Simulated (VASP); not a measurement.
A run of VASP 6.6.1:

The input INCAR:

```
SYSTEM = GaSbAs2
PREC = Accurate
ENCUT = 520
EDIFF = 1E-7
ISMEAR = -1
SIGMA = 0.15
LREAL = .False.
LASPH = .True.
NELM = 100
ALGO = Normal
ISIF = 2
LWAVE = .False.
LCHARG = .True.
GGA = PE
LELF = .True.
LVHAR = .True.
NBANDS = 22
```

Contents of KPOINTS:

```
regular mesh
0
Gamma
  12 12 6
  0 0 0
```

Contents of POSCAR:

```
GaSbAs2
1.0
    3.6824436895      0.0000000000      0.0000000000
    0.0000000000      3.6824436895      0.0000000000
    0.0000000000      0.0000000000      6.6896887450
Ga Sb As
1 1 2
Direct
    0.5000000000      0.5000000000      0.0000000000
    0.0000000000      0.0000000000      0.5000000000
    0.5000000000      0.0000000000      0.7832077770
    0.0000000000      0.5000000000      0.2167922230
```

Potentials or basis: VASP PAW PBE potentials, release 64 (Ga_d, Sb, As).

Launch:

```sh
$ cat potpaw_PBE.64/Ga_d/POTCAR potpaw_PBE.64/Sb/POTCAR potpaw_PBE.64/As/POTCAR > POTCAR
$ mpirun -np 1 vasp_std > vasp.out
```

Hardware: 1 thread of Intel(R) Xeon(R) Platinum 8488C (Sapphire Rapids) (shared host).

**Question.** Estimate the wall time of this run.

**Answer.** Run time: 3.7 min on 1 thread of Intel(R) Xeon(R) Platinum 8488C (Sapphire Rapids), with other jobs on the host, peak memory 0.36 GiB. Counts: scf iterations 14, k points 112.
